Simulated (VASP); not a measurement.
InP:

```xyz
2
Lattice="0.0000 2.9499 2.9499 2.9499 0.0000 2.9499 2.9499 2.9499 0.0000" Properties=species:S:1:pos:R:3 pbc="T T T"
In    0.0000    0.0000    0.0000
P     4.4249    4.4249    4.4249
```

Base run:

| Property | Result |
| --- | --- |
| Program | VASP 6.6.1 |
| Functional | revPBE |
| Potentials or basis | VASP PAW PBE potentials, release 64 (In_d, P) |
| Cutoff | 520 eV |
| k mesh | 8 × 8 × 8 |
| Occupations | fermi-dirac, width 0.05 eV |
| Spin | no spin polarisation |

Its results: band gap on the k mesh 0.70 eV, direct; pressure 3.2 GPa.

Q: After a change of settings the same cell gave: band gap on the k mesh 0.40 eV, direct; pressure -2.4 GPa. Which change was it?
A. functional from revPBE to PBEsol
B. functional from revPBE to PBE exchange alone; further incar settings from ALGO = Normal; EDIFF = 1e-07; NBANDS = 16 to ALGO = Normal; EDIFF = 1e-06; NBANDS = 16
C. functional from revPBE to LDA; potentials or basis from VASP PAW PBE potentials, release 64 (In_d, P) to VASP PAW LDA potentials, release 64 (In_d, P)
D. functional from revPBE to BLYP; dispersion from none to D3(BJ)

A: C.

Caveats: spin-orbit coupling is left out, which moves the levels of the heavy elements; the PAW data sets were made with another functional, which shifts forces and pressure a little (some runs).
